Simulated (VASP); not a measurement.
# PtSe2 (P-1) in VASP: single point with r2SCAN

Aim: the single point of PtSe2 with r2SCAN.

Program: VASP 6.6.1. These are calculated values, not measurements. Logs are shortened: lines on timing, memory, paths and dates and some standing lists are left out, and cuts for length are marked.

### 1 The cell of the first run

The typed cell holds 3 atoms: a = 3.717 Å, b = 3.717 Å, c = 5.832 Å, α = 91.72°, β = 86.57°, γ = 120.00°.

### 2 Single point, r2SCAN

Input file POSCAR:

```
PtSe2
1.0
    3.7174822809      0.0000000000      0.0000000000
   -1.8587411405      3.2194340934      0.0000000000
    0.3493111829      0.0000000000      5.8218530478
Pt Se
1 2
Direct
    0.0000000000      0.0000000000      0.0000000000
    0.6870483294      0.3331426488      0.7748889165
    0.3129516706      0.6668573512      0.2251110835
```

Input file INCAR.step1:

```
SYSTEM = PtSe2
PREC     = Accurate       ! precision mode
ENCUT    = 520            ! plane-wave cutoff, eV
ISMEAR   = 0              ! smearing method
SIGMA    = 0.02           ! smearing width, eV
LREAL    = .FALSE.        ! projectors in reciprocal space
LASPH    = .TRUE.         ! aspherical terms in the spheres
NELM     = 60             ! most SCF steps
NBANDS   = 18             ! bands
GGA      = PE             ! functional
ALGO     = Normal         ! electronic algorithm
EDIFF    = 1E-4           ! SCF threshold, eV
LWAVE    = .TRUE.         ! write WAVECAR
LCHARG   = .FALSE.        ! write CHGCAR
```

Input file INCAR.step2:

```
SYSTEM = PtSe2
PREC     = Accurate       ! precision mode
ENCUT    = 520            ! plane-wave cutoff, eV
EDIFF    = 1E-7           ! SCF threshold, eV
ISMEAR   = 0              ! smearing method
SIGMA    = 0.02           ! smearing width, eV
LREAL    = .FALSE.        ! projectors in reciprocal space
LASPH    = .TRUE.         ! aspherical terms in the spheres
NELM     = 60             ! most SCF steps
ALGO     = Normal         ! electronic algorithm
ISIF     = 2              ! what is computed and relaxed
LWAVE    = .FALSE.        ! write WAVECAR
LCHARG   = .TRUE.         ! write CHGCAR
METAGGA  = R2SCAN         ! meta-GGA
LMIXTAU  = .TRUE.       
LELF     = .TRUE.         ! ELF
LVHAR    = .TRUE.       
NBANDS   = 18             ! bands
ISTART   = 1
```

Input file KPOINTS:

```
regular mesh
0
G
  12 12 6
  0 0 0
```

Potentials or basis: VASP PAW PBE potentials, release 64 (Pt, Se).

The run is started by

```sh
> cat potpaw_PBE.64/Pt/POTCAR potpaw_PBE.64/Se/POTCAR > POTCAR
> cp INCAR.step1 INCAR
> mpirun -np 1 vasp_std > vasp.out
> cp INCAR.step2 INCAR
> mpirun -np 1 vasp_std > vasp.out
```

OUTCAR:

```text
SYSTEM = PtSe2
   PREC = Accurate
   ENCUT = 520
   EDIFF = 1E-7
   ISMEAR = 0
   LREAL = .FALSE.
   LASPH = .TRUE.
   NELM = 60
   ISIF = 2
   METAGGA = R2SCAN
   ISTART = 1

 ion  position               nearest neighbor table
   1  0.000  0.000  0.000-   2 2.51   3 2.51   2 2.52   3 2.52   2 2.52   3 2.52
   2  0.687  0.333  0.775-   1 2.51   1 2.52   1 2.52
   3  0.313  0.667  0.225-   1 2.51   1 2.52   1 2.52

  LATTYP: Found a base centered monoclinic cell.
 ALAT       =     3.7174822809
 B/A-ratio  =     1.7320508076
 C/A-ratio  =     1.5688905900
 COS(beta)  =    -0.0598922907

  Lattice vectors:

 A1 = (  -1.8587411405,   3.2194340934,   0.0000000000)
 A2 = (  -1.8587411404,  -3.2194340934,   0.0000000000)
 A3 = (   0.3493111829,   0.0000000000,   5.8218530478)

Analysis of symmetry for initial positions (statically):
=====================================================================
 Subroutine PRICEL returns:
 Original cell was already a primitive cell.

 Routine SETGRP: Setting up the symmetry group for a
 base centered monoclinic supercell.

 Subroutine GETGRP returns: Found  2 space group operations
 (whereof  2 operations were pure point group operations)
 out of a pool of  4 trial point group operations.

The static configuration has the point symmetry S_2 .

Analysis of symmetry for dynamics (positions and initial velocities):
=====================================================================
 Subroutine PRICEL returns:
 Original cell was already a primitive cell.

 Routine SETGRP: Setting up the symmetry group for a
 base centered monoclinic supercell.

 Subroutine GETGRP returns: Found  2 space group operations
 (whereof  2 operations were pure point group operations)
 out of a pool of  4 trial point group operations.

The dynamic configuration has the point symmetry S_2 .

 Subroutine INISYM returns: Found  2 space group operations
 (whereof  2 operations are pure point group operations),
 and found     1 'primitive' translations

----------------------------------------------------------------------------------------

                                     Primitive cell

  volume of cell :      69.6770

  direct lattice vectors                    reciprocal lattice vectors
     3.717482281  0.000000000  0.000000000     0.268999265  0.155306798 -0.016139956
    -1.858741141  3.219434093  0.000000000     0.000000000  0.310613596  0.000000000
     0.349311183  0.000000000  5.821853048     0.000000000  0.000000000  0.171766617

  length of vectors
     3.717482281  3.717482281  5.832322969     0.311032641  0.310613596  0.171766617

  position of ions in fractional coordinates (direct lattice)
     0.000000000  0.000000000  0.000000000
     0.687048329  0.333142649  0.774888916
     0.312951671  0.666857351  0.225111084

  ion indices of the primitive-cell ions
   primitive index   ion index
                 1           1
                 2           2
                 3           3

----------------------------------------------------------------------------------------

 KPOINTS: regular mesh

Automatic generation of k-mesh.
 Grid dimensions read from file:
 generate k-points for:   12   12    6

 Generating k-lattice:

  Cartesian coordinates                     Fractional coordinates (reciprocal lattice)
     0.022416605  0.012942233 -0.001344996     0.083333333  0.000000000  0.000000000
     0.000000000  0.025884466  0.000000000     0.000000000  0.083333333  0.000000000
     0.000000000  0.000000000  0.028627769     0.000000000  0.000000000  0.166666667

  Length of vectors
     0.025919387  0.025884466  0.028627769

  Shift w.r.t. Gamma in fractional coordinates (k-lattice)
     0.000000000  0.000000000  0.000000000

 Subroutine IBZKPT returns following result:
 ===========================================

 Found    436 irreducible k-points:

 Following reciprocal coordinates:
            Coordinates               Weight
  0.000000  0.000000  0.000000      1.000000
  0.083333 -0.000000  0.000000      2.000000
 -0.083333  0.083333  0.000000      2.000000
  0.166667 -0.000000  0.000000      2.000000
 -0.166667  0.166667  0.000000      2.000000
  0.250000 -0.000000  0.000000      2.000000
[... 16 lines left out ...]
  0.416667  0.083333  0.000000      2.000000
 -0.416667  0.500000 -0.000000      2.000000
 [... further k-points ...]
   k-points           NKPTS =    436   k-points in BZ     NKDIM =    436   number of bands    NBANDS=     18
   number of dos      NEDOS =    301   number of ions     NIONS =      3
   total plane-waves  NPLWV =  37632
   dimension x,y,z NGX =    28 NGY =   28 NGZ =   48
   dimension x,y,z NGXF=    56 NGYF=   56 NGZF=   96
   ions per type =               1   2
   NGX,Y,Z   is equivalent  to a cutoff of  12.52, 12.52, 13.68 a.u.
   NGXF,Y,Z  is equivalent  to a cutoff of  25.04, 25.04, 27.36 a.u.
 SYSTEM =  PtSe2
   PREC   = accura    normal or accurate (medium, high low for compatibility)
   ISTART =      1    job   : 0-new  1-cont  2-samecut
   ICHARG =      0    charge: 1-file 2-atom 10-const
   ISPIN  =      1    spin polarized calculation?
   LNONCOLLINEAR =      F non collinear calculations
   LSORBIT =      F    spin-orbit coupling
   LASPH  =      T    aspherical Exc in radial PAW
   ENCUT  =  520.0 eV  38.22 Ry    6.18 a.u.   6.91  6.91 10.84*2*pi/ulx,y,z
   NELM   =     60;   NELMIN=  2; NELMDL=  0     # of ELM steps
   EDIFF  = 0.1E-06   stopping-criterion for ELM
   LREAL  =      F    real-space projection
   EDIFFG = 0.1E-05   stopping-criterion for IOM
   NSW    =      0    number of steps for IOM
   IBRION =     -1    ionic relax: 0-MD 1-quasi-New 2-CG
   NFREE  =      0    steps in history (QN), initial steepest desc. (CG)
   ISIF   =      2    stress and relaxation
   ISYM   =      2    0-nonsym 1-usesym 2-fastsym
   POTIM  = 0.5000    time-step for ionic-motion
   TEBEG  =    0.0;   TEEND  =   0.0 temperature during run
   PSTRESS=    0.0 pullay stress
   NELECT =      22.0000    total number of electrons
   NUPDOWN=      -1.0000    fix difference up-down
   EMIN   =  10.00;   EMAX   =-10.00  energy-range for DOS
   EFERMI =   0.00;   METHOD = LEGACY
   ISMEAR =     0;   SIGMA  =   0.02  broadening in eV -4-tet -1-fermi 0-gaus
   EFERMI_NEDOS =   21; number of points for ismear=-14 and -15
   IALGO  =     38    algorithm
   IMIX   =      4    mixing-type and parameters
     AMIX     =   0.40;   BMIX     =  1.00
     AMIX_MAG =   1.60;   BMIX_MAG =  1.00
  volume/ion in A,a.u.               =      23.23       156.73
  Fermi-wavevector in a.u.,A,eV,Ry     =   1.114771  2.106613 16.908169  1.242715
  Thomas-Fermi vector in A             =   2.251370
   LORBIT       =      0    0 simple, 1 ext, 2 COOP (PROOUT), +10 PAW based schemes
   METAGGA = R2SCAN    functional components
   LHFCALC =     F    Hartree Fock is set to
   AEXX    =    0.0000 exact exchange contribution
   IVDW    =     0    specifies the selected vdW correction
   LEPSILON=     F    determine dielectric tensor
   LRPA    =     F    only Hartree local field effects (RPA)
 non-spin polarized calculation
 Gauss-broadening in eV      SIGMA  =   0.02
  energy-cutoff  :      520.00
  volume of cell :       69.68
 maximum number of plane-waves:      1895
   NGX = 13   NGY = 13   NGZ = 21

 number of electron      21.9999998 magnetization

 Free energy of the ion-electron system (eV)
  ---------------------------------------------------
  ext. energy  EPLUGINS =         0.00000000
  ---------------------------------------------------
  free energy    TOTEN  =       -81.49252921 eV

  energy without entropy =      -81.49252921  energy(sigma->0) =      -81.49252921

 E-fermi :   4.5271     XC(G=0): -10.3797

 val. band max:        4.3873590603   @ k =  -0.0833   0.1667   0.0000
 cond. band min:       4.8565797198   @ k =  -0.2500   0.2500  -0.3333
 fundamental gap:      0.4692206595
 Fermi energy:         4.5270984980

 k-point     1 :       0.0000    0.0000    0.0000
  band No.  band energies     occupation
      1     -10.9822      2.00000
      2      -8.8262      2.00000
      3      -2.0544      2.00000
      4      -1.6233      2.00000
      5      -1.6109      2.00000
      6       0.6866      2.00000
[... 10 lines left out ...]
     17      12.7176      0.00000
     18      15.5277      0.00000

 k-point     2 :       0.0833   -0.0000    0.0000
  band No.  band energies     occupation
      1     -10.9031      2.00000
      2      -8.8412      2.00000
      3      -1.9652      2.00000
      4      -1.6065      2.00000
      5      -1.5624      2.00000
      6       0.5878      2.00000
[... 10 lines left out ...]
     17      13.0001      0.00000
     18      15.3789      0.00000

 k-point     3 :      -0.0833    0.0833    0.0000
  band No.  band energies     occupation
      1     -10.9037      2.00000
      2      -8.8397      2.00000
      3      -1.9684      2.00000
      4      -1.5978      2.00000
      5      -1.5734      2.00000
      6       0.5872      2.00000
[... 10 lines left out ...]
     17      12.9017      0.00000
     18      15.2391      0.00000

 k-point     4 :       0.1667   -0.0000    0.0000
  band No.  band energies     occupation
      1     -10.6750      2.00000
      2      -8.8832      2.00000
      3      -1.7391      2.00000
      4      -1.5154      2.00000
      5      -1.4306      2.00000
      6       0.2200      2.00000
[... 10 lines left out ...]
     17      13.6797      0.00000
     18      14.5776      0.00000

 k-point     5 :      -0.1667    0.1667    0.0000
  band No.  band energies     occupation
      1     -10.6772      2.00000
      2      -8.8784      2.00000
      3      -1.7348      2.00000
      4      -1.5284      2.00000
      5      -1.4427      2.00000
      6       0.2022      2.00000
[... 10 lines left out ...]
     17      13.5832      0.00000
     18      14.1052      0.00000

 k-point     6 :       0.2500   -0.0000    0.0000
  band No.  band energies     occupation
      1     -10.3291      2.00000
      2      -8.9449      2.00000
      3      -1.6065      2.00000
      4      -1.2676      2.00000
      5      -1.1617      2.00000
      6      -0.4412      2.00000
[... 307 lines left out ...]
 k-point    21 :       0.3333    0.0833    0.0000
  band No.  band energies     occupation
      1      -9.6923      2.00000
      2      -9.0625      2.00000
      3      -2.0320      2.00000
      4      -1.2022      2.00000
      5      -0.7370      2.00000
      6      -0.3097      2.00000
[... 10 lines left out ...]
     17      13.7218      0.00000
     18      14.7423      0.00000

 k-point    22 :      -0.3333    0.4167   -0.0000
  band No.  band energies     occupation
      1      -9.6987      2.00000
      2      -9.0535      2.00000
      3      -2.0818      2.00000
      4      -1.1922      2.00000
      5      -0.7268      2.00000
      6      -0.3727      2.00000
[... 10 lines left out ...]
     17      13.5053      0.00000
     18      14.8840      0.00000

 k-point    23 :       0.4167    0.0833    0.0000
  band No.  band energies     occupation
      1      -9.3970      2.00000
      2      -9.1467      2.00000
      3      -2.4497      2.00000
      4      -1.1713      2.00000
      5      -0.5750      2.00000
      6       0.1126      2.00000
[... 10 lines left out ...]
     17      13.7986      0.00000
     18      14.7584      0.00000

 k-point    24 :      -0.4167    0.5000   -0.0000
  band No.  band energies     occupation
      1      -9.3813      2.00000
      2      -9.1639      2.00000
      3      -2.4968      2.00000
      4      -1.1690      2.00000
      5      -0.4568      2.00000
      6      -0.0236      2.00000
[... 10 lines left out ...]
     17      13.5066      0.00000
     18      15.6729      0.00000

 [... further k-points ...]
[... 5 lines left out ...]
  --------------------------------------------------------------------------------------
  -------------------------------------------------------------------------------------
  Total        0.0686831      0.0431572      0.0971975      0.1231212     -0.0585709     -0.1824862
  in kB        1.5793229      0.9923702      2.2349927      2.8310908     -1.3467985     -4.1961497
  external PRESSURE =       1.6022286 kB  Pullay stress =       0.0000000 kB

 VOLUME and BASIS-vectors are now :
 -----------------------------------------------------------------------------
  energy-cutoff  :      520.00
  volume of cell :       69.68
      direct lattice vectors                 reciprocal lattice vectors
     3.717482281  0.000000000  0.000000000     0.268999265  0.155306798 -0.016139956
    -1.858741141  3.219434093  0.000000000     0.000000000  0.310613596  0.000000000
     0.349311183  0.000000000  5.821853048     0.000000000  0.000000000  0.171766617

 POSITION                                       TOTAL-FORCE (eV/Angst)
 -----------------------------------------------------------------------------------
      0.00000      0.00000      0.00000         0.000000      0.000000      0.000000
      2.20554      1.07253      4.51129         0.000000      0.000423     -0.006153
      0.00251      2.14690      1.31056        -0.000000     -0.000423      0.006153
 -----------------------------------------------------------------------------------
    total drift:                               -0.000000      0.000000      0.000000

  FREE ENERGIE OF THE ION-ELECTRON SYSTEM (eV)
  ---------------------------------------------------
  free  energy   TOTEN  =       -81.4925292130 eV

  energy  without entropy=      -81.4925292130  energy(sigma->0) =      -81.49252921
```

Run time: 12 min. Hardware: 1 thread of Intel Xeon 6975P-C (Granite Rapids), shared host; peak memory 0.63 GiB.

What came out:

* Free energy: -81.4925 eV
* Pressure: 0.2 GPa
* Largest force: 0.006 eV/Å
* Band gap on the k mesh: 0.47 eV (least direct gap 0.82 eV)

Forces on the atoms (eV/Å):
```
Pt   0.000  0.000  0.000
Se   0.000  0.000 -0.006
Se   0.000  0.000  0.006
```

Caveat: the PAW data sets were made with another functional, which shifts forces and pressure a little; spin-orbit coupling is left out, which moves the levels of the heavy elements.
